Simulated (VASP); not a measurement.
Wanted: the native input for a VASP 6.6.1 run.

```
Task                   : single point
Functional             : PBEsol
Potentials or basis    : VASP PAW PBE potentials, release 64 (Ti_sv)
Cutoff                 : 520 eV
k mesh                 : 22 × 22 × 22
Occupations            : gaussian, width 0.15 eV
Spin                   : collinear spin
Starting moments       : [0.875] μB
Fixed moment           : 0.875 μB
Dipole correction      : no
Further INCAR settings : ALGO = Normal; EDIFF = 1e-06; NBANDS = 16
```

The structure of Ti lies in POSCAR:

```
Ti
1.0
   -1.5381686782      1.5381686782      1.5381686782
    1.5381686782     -1.5381686782      1.5381686782
    1.5381686782      1.5381686782     -1.5381686782
Ti
1
Direct
    0.0000000000      0.0000000000      0.0000000000
```

This isn't the form of Ti at room conditions, which is hcp.

The input as run:

INCAR

```
SYSTEM = Ti
PREC = Accurate
ENCUT = 520
EDIFF = 1E-6
ISMEAR = 0
SIGMA = 0.15
LREAL = .False.
LASPH = .True.
NELM = 150
ALGO = Normal
ISIF = 2
LWAVE = .False.
LCHARG = .False.
ISPIN = 2
MAGMOM = 0.875
LORBIT = 11
NUPDOWN = 0.875
LMAXMIX = 4
GGA = PS
NBANDS = 16
```

KPOINTS

```
Automatic mesh
0
Gamma
  22 22 22
  0 0 0
```

Potentials or basis: VASP PAW PBE potentials, release 64 (Ti_sv).

The run is started by

```bash
$ cat potpaw_PBE.64/Ti_sv/POTCAR > POTCAR
$ mpirun -np 1 vasp_std > vasp.out
```

It gave:

```json
{
 "Pressure": "20.5 GPa",
 "Net moment": "0.88 μB per cell",
 "Site moments": "Ti +0.65 μB",
 "Valence electrons inside the program's atomic spheres": "Ti 10.51"
}
```

Caveat: the cell stands under pressure; the PAW data sets were made with another functional, which shifts forces and pressure a little; the total moment is fixed, so each spin has its own Fermi level and the state may be an excited one.

Wall time 96 s on 1 thread of Intel Xeon 6975P-C (shared host), peak memory 0.22 GiB.
